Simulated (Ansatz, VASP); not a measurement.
**BaS in VASP and in Ansatz**

```
Ba S
1.0
     3.72411    0.00000    0.00000
     0.00000    3.72411    0.00000
     0.00000    0.00000    3.86040
Ba S
1 1
Cartesian
  0.0000 0.0000 0.0000
  1.8621 1.8621 1.9302
```

Change from the starting cell: epitaxial_xy strain -2.9%.

Alike in both runs: task single point; functional HSE06; k mesh 4 × 4 × 4; no spin polarisation.

```csv
,VASP,Ansatz
version,VASP 6.6.1,Ansatz 0.2.0
potentials or method,"VASP PAW PBE potentials, release 64 (Ba_sv, S)","plane waves, PAW"
plane-wave cutoff (eV),520,420
occupations,"gaussian, width 0.01 eV",fixed
valence electrons in the cell,16,16
```

VASP gave:

| Item | Value |
| --- | --- |
| gap on the k mesh at the Fermi level (eV) | 2.11 |
| pressure (GPa) | 3.3 |
| traceless stress, the component that is largest in VASP (GPa) | -2.99 |

Task: Estimate Ansatz's values.

Result: gap on the k mesh at the Fermi level (eV): 2.24; pressure (GPa): 2.3; traceless stress, the component that is largest in VASP (GPa): -2.96.

Ansatz's warnings: stress exchange threshold loose, stress scf threshold loose.

The k mesh is coarse, so the values compare programs but aren't converged. Neither program's run includes spin-orbit coupling.
